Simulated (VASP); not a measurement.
# LiH (F-43m) in VASP: single point with LDA

Aim: the single point of LiH with LDA.

Program: VASP 6.6.1. These are calculated values, not measurements. Logs are shortened: lines on timing, memory, paths and dates and some standing lists are left out, and cuts for length are marked.

### 1 The cell of the first run

The structure is cubic, space group F-43m (No. 216). The conventional cell has a = 4.290 Å, b = 4.290 Å, c = 4.290 Å, α = 90.00°, β = 90.00°, γ = 90.00°. Li (site symmetry -43m) has 4 H at 1.86 Å within 2.5 Å. H (site symmetry -43m) has 4 Li at 1.86 Å within 2.5 Å.

### 2 Single point, LDA

File INCAR:

```
SYSTEM = LiH
  PREC = Accurate
  ENCUT = 520
  EDIFF = 1E-6
  ISMEAR = 0
  SIGMA = 0.01
  LREAL = .FALSE.
  LASPH = .TRUE.
  NELM = 60
  ALGO = Normal
  ISIF = 2
  LWAVE = .FALSE.
  LCHARG = .TRUE.
  LELF = .TRUE.
  LVHAR = .TRUE.
  NBANDS = 9
```

File KPOINTS:

```
Automatic mesh
0
G
  10 10 10
  0 0 0
```

File POSCAR:

```
LiH
1.0
    0.0000000000      2.1451220117      2.1451220117
    2.1451220117      0.0000000000      2.1451220117
    2.1451220117      2.1451220117      0.0000000000
Li H
1 1
Direct
    0.0000000000      0.0000000000      0.0000000000
    0.2500000000      0.2500000000      0.2500000000
```

Potentials or basis: VASP PAW LDA potentials, release 64 (Li_sv, H).

Command:

```sh
$ cat potpaw_LDA.64/Li_sv/POTCAR potpaw_LDA.64/H/POTCAR > POTCAR
$ mpirun -np 1 vasp_std > vasp.out
```

OUTCAR:

```text
SYSTEM = LiH
   PREC = Accurate
   ENCUT = 520
   EDIFF = 1E-6
   ISMEAR = 0
   LREAL = .FALSE.
   LASPH = .TRUE.
   NELM = 60
   ISIF = 2

 ion  position               nearest neighbor table
   1  0.000  0.000  0.000-
   2  0.250  0.250  0.250-

  LATTYP: Found a face centered cubic cell.
 ALAT       =     4.2902440234

  Lattice vectors:

 A1 = (   0.0000000000,   2.1451220117,   2.1451220117)
 A2 = (   2.1451220117,   0.0000000000,   2.1451220117)
 A3 = (   2.1451220117,   2.1451220117,   0.0000000000)

Analysis of symmetry for initial positions (statically):
=====================================================================
 Subroutine PRICEL returns:
 Original cell was already a primitive cell.

 Routine SETGRP: Setting up the symmetry group for a
 face centered cubic supercell.

 Subroutine GETGRP returns: Found 24 space group operations
 (whereof 24 operations were pure point group operations)
 out of a pool of 48 trial point group operations.

The static configuration has the point symmetry T_d .

Analysis of symmetry for dynamics (positions and initial velocities):
=====================================================================
 Subroutine PRICEL returns:
 Original cell was already a primitive cell.

 Routine SETGRP: Setting up the symmetry group for a
 face centered cubic supercell.

 Subroutine GETGRP returns: Found 24 space group operations
 (whereof 24 operations were pure point group operations)
 out of a pool of 48 trial point group operations.

The dynamic configuration has the point symmetry T_d .

 Subroutine INISYM returns: Found 24 space group operations
 (whereof 24 operations are pure point group operations),
 and found     1 'primitive' translations

----------------------------------------------------------------------------------------

                                     Primitive cell

  volume of cell :      19.7418

  direct lattice vectors                    reciprocal lattice vectors
     0.000000000  2.145122012  2.145122012    -0.233086975  0.233086975  0.233086975
     2.145122012  0.000000000  2.145122012     0.233086975 -0.233086975  0.233086975
     2.145122012  2.145122012  0.000000000     0.233086975  0.233086975 -0.233086975

  length of vectors
     3.033660642  3.033660642  3.033660642     0.403718483  0.403718483  0.403718483

  position of ions in fractional coordinates (direct lattice)
     0.000000000  0.000000000  0.000000000
     0.250000000  0.250000000  0.250000000

  ion indices of the primitive-cell ions
   primitive index   ion index
                 1           1
                 2           2

----------------------------------------------------------------------------------------

 KPOINTS: Automatic mesh

Automatic generation of k-mesh.
 Grid dimensions read from file:
 generate k-points for:   10   10   10

 Generating k-lattice:

  Cartesian coordinates                     Fractional coordinates (reciprocal lattice)
    -0.023308697  0.023308697  0.023308697     0.100000000  0.000000000  0.000000000
     0.023308697 -0.023308697  0.023308697     0.000000000  0.100000000  0.000000000
     0.023308697  0.023308697 -0.023308697     0.000000000  0.000000000  0.100000000

  Length of vectors
     0.040371848  0.040371848  0.040371848

  Shift w.r.t. Gamma in fractional coordinates (k-lattice)
     0.000000000  0.000000000  0.000000000

 Subroutine IBZKPT returns following result:
 ===========================================

 Found     47 irreducible k-points:

 Following reciprocal coordinates:
            Coordinates               Weight
  0.000000  0.000000  0.000000      1.000000
  0.100000  0.000000  0.000000      8.000000
  0.200000  0.000000  0.000000      8.000000
  0.300000  0.000000  0.000000      8.000000
  0.400000  0.000000  0.000000      8.000000
  0.500000  0.000000  0.000000      4.000000
[... 16 lines left out ...]
  0.300000  0.300000  0.000000      6.000000
  0.400000  0.300000  0.000000     24.000000
 [... further k-points ...]
   k-points           NKPTS =     47   k-points in BZ     NKDIM =     47   number of bands    NBANDS=      9
   number of dos      NEDOS =    301   number of ions     NIONS =      2
   total plane-waves  NPLWV =  13824
   dimension x,y,z NGX =    24 NGY =   24 NGZ =   24
   dimension x,y,z NGXF=    48 NGYF=   48 NGZF=   48
   ions per type =               1   1
   NGX,Y,Z   is equivalent  to a cutoff of  13.15, 13.15, 13.15 a.u.
   NGXF,Y,Z  is equivalent  to a cutoff of  26.30, 26.30, 26.30 a.u.
 SYSTEM =  LiH
   PREC   = accura    normal or accurate (medium, high low for compatibility)
   ISTART =      0    job   : 0-new  1-cont  2-samecut
   ICHARG =      2    charge: 1-file 2-atom 10-const
   ISPIN  =      1    spin polarized calculation?
   LNONCOLLINEAR =      F non collinear calculations
   LSORBIT =      F    spin-orbit coupling
   LASPH  =      T    aspherical Exc in radial PAW
   ENCUT  =  520.0 eV  38.22 Ry    6.18 a.u.   5.64  5.64  5.64*2*pi/ulx,y,z
   NELM   =     60;   NELMIN=  2; NELMDL= -5     # of ELM steps
   EDIFF  = 0.1E-05   stopping-criterion for ELM
   LREAL  =      F    real-space projection
   EDIFFG = 0.1E-04   stopping-criterion for IOM
   NSW    =      0    number of steps for IOM
   IBRION =     -1    ionic relax: 0-MD 1-quasi-New 2-CG
   NFREE  =      0    steps in history (QN), initial steepest desc. (CG)
   ISIF   =      2    stress and relaxation
   ISYM   =      2    0-nonsym 1-usesym 2-fastsym
   POTIM  = 0.5000    time-step for ionic-motion
   TEBEG  =    0.0;   TEEND  =   0.0 temperature during run
   PSTRESS=    0.0 pullay stress
   NELECT =       4.0000    total number of electrons
   NUPDOWN=      -1.0000    fix difference up-down
   EMIN   =  10.00;   EMAX   =-10.00  energy-range for DOS
   EFERMI =   0.00;   METHOD = LEGACY
   ISMEAR =     0;   SIGMA  =   0.01  broadening in eV -4-tet -1-fermi 0-gaus
   EFERMI_NEDOS =   21; number of points for ismear=-14 and -15
   IALGO  =     38    algorithm
   IMIX   =      4    mixing-type and parameters
     AMIX     =   0.40;   BMIX     =  1.00
     AMIX_MAG =   1.60;   BMIX_MAG =  1.00
  volume/ion in A,a.u.               =       9.87        66.61
  Fermi-wavevector in a.u.,A,eV,Ry     =   0.961537  1.817042 12.579322  0.924554
  Thomas-Fermi vector in A             =   2.090918
   LORBIT       =      0    0 simple, 1 ext, 2 COOP (PROOUT), +10 PAW based schemes
   GGA     = CA    functional components
   LHFCALC =     F    Hartree Fock is set to
   AEXX    =    0.0000 exact exchange contribution
   IVDW    =     0    specifies the selected vdW correction
   LEPSILON=     F    determine dielectric tensor
   LRPA    =     F    only Hartree local field effects (RPA)
 non-spin polarized calculation
 Gauss-broadening in eV      SIGMA  =   0.01
  energy-cutoff  :      520.00
  volume of cell :       19.74
 maximum number of plane-waves:       544
   NGX = 11   NGY = 11   NGZ = 11

 number of electron       3.9999994 magnetization

 Free energy of the ion-electron system (eV)
  ---------------------------------------------------
  ext. energy  EPLUGINS =         0.00000000
  ---------------------------------------------------
  free energy    TOTEN  =        -6.33876283 eV

  energy without entropy =       -6.33876283  energy(sigma->0) =       -6.33876283

 E-fermi :  -1.5762     XC(G=0):  -8.0267

 val. band max:       -1.6679887420   @ k =  -0.3000   0.5000   0.2000
 cond. band min:       2.3102173387   @ k =   0.5000   0.0000   0.0000
 fundamental gap:      3.9782060806
 Fermi energy:        -1.5761687473

 k-point     1 :       0.0000    0.0000    0.0000
  band No.  band energies     occupation
      1     -44.1225      2.00000
      2      -5.4147      2.00000
      3      11.4410      0.00000
      4      15.1512      0.00000
      5      15.1512      0.00000
      6      15.1512      0.00000
      7      17.9692      0.00000
      8      17.9692      0.00000
      9      17.9692      0.00000

 k-point     2 :       0.1000    0.0000    0.0000
  band No.  band energies     occupation
      1     -44.1200      2.00000
      2      -5.2580      2.00000
      3      10.4370      0.00000
      4      14.0147      0.00000
      5      14.6351      0.00000
      6      14.6351      0.00000
      7      18.7411      0.00000
      8      18.7411      0.00000
      9      20.5067      0.00000

 k-point     3 :       0.2000    0.0000    0.0000
  band No.  band energies     occupation
      1     -44.1136      2.00000
      2      -4.7951      2.00000
      3       7.8735      0.00000
      4      13.8379      0.00000
      5      13.8718      0.00000
      6      13.8718      0.00000
      7      19.4051      0.00000
      8      19.4051      0.00000
      9      21.2208      0.00000

 k-point     4 :       0.3000    0.0000    0.0000
  band No.  band energies     occupation
      1     -44.1056      2.00000
      2      -4.0627      2.00000
      3       5.2466      0.00000
      4      13.3394      0.00000
      5      13.3394      0.00000
      6      14.0918      0.00000
      7      18.4030      0.00000
      8      18.4030      0.00000
      9      20.4971      0.00000
[... 205 lines left out ...]
 k-point    22 :      -0.2000    0.2000    0.0000
  band No.  band energies     occupation
      1     -44.1029      2.00000
      2      -3.8103      2.00000
      3       5.4518      0.00000
      4       9.7058      0.00000
      5      13.6304      0.00000
      6      14.6640      0.00000
      7      18.1760      0.00000
      8      19.8637      0.00000
      9      21.0487      0.00000

 k-point    23 :       0.3000    0.3000    0.0000
  band No.  band energies     occupation
      1     -44.1002      2.00000
      2      -3.6376      2.00000
      3       7.2635      0.00000
      4       9.9665      0.00000
      5       9.9665      0.00000
      6      11.3027      0.00000
      7      15.9947      0.00000
      8      25.6152      0.00000
      9      26.0890      0.00000

 k-point    24 :       0.4000    0.3000    0.0000
  band No.  band energies     occupation
      1     -44.0950      2.00000
      2      -3.0033      2.00000
      3       5.8646      0.00000
      4       8.8105      0.00000
      5       9.5755      0.00000
      6      11.3355      0.00000
      7      16.3868      0.00000
      8      25.2430      0.00000
      9      25.8305      0.00000

 [... further k-points ...]

------------------------ aborting loop because EDIFF is reached ----------------------------------------

  FORCE on cell =-STRESS in cart. coord.  units (eV):
  Direction    XX          YY          ZZ          XY          YZ          ZX
  --------------------------------------------------------------------------------------
  -------------------------------------------------------------------------------------
  Total       -0.2728877     -0.2728877     -0.2728877      0.0000000      0.0000000      0.0000000
  in kB      -22.1466773    -22.1466773    -22.1466773      0.0000000      0.0000000      0.0000000
  external PRESSURE =     -22.1466773 kB  Pullay stress =       0.0000000 kB

 VOLUME and BASIS-vectors are now :
 -----------------------------------------------------------------------------
  energy-cutoff  :      520.00
  volume of cell :       19.74
      direct lattice vectors                 reciprocal lattice vectors
     0.000000000  2.145122012  2.145122012    -0.233086975  0.233086975  0.233086975
     2.145122012  0.000000000  2.145122012     0.233086975 -0.233086975  0.233086975
     2.145122012  2.145122012  0.000000000     0.233086975  0.233086975 -0.233086975

 POSITION                                       TOTAL-FORCE (eV/Angst)
 -----------------------------------------------------------------------------------
      0.00000      0.00000      0.00000        -0.000000     -0.000000      0.000000
      1.07256      1.07256      1.07256         0.000000      0.000000     -0.000000
 -----------------------------------------------------------------------------------
    total drift:                                0.000000      0.000000      0.000000

  FREE ENERGIE OF THE ION-ELECTRON SYSTEM (eV)
  ---------------------------------------------------
  free  energy   TOTEN  =        -6.3387628300 eV

  energy  without entropy=       -6.3387628300  energy(sigma->0) =       -6.33876283
```

Wall time 4 s (1 thread of Intel Xeon Platinum 8488C (Sapphire Rapids), shared host); peak memory 0.12 GiB.

Results:

| Property | Result |
| --- | --- |
| Free energy | -6.3388 eV |
| Band gap on the k mesh | 3.98 eV, indirect (least direct gap 5.02 eV) |

Caveat: the cutoff is under 1.25 times the usual one of these potentials, so pressure, stress and relaxed cells hold a basis-set (Pulay) error. A k mesh can miss the band edges.
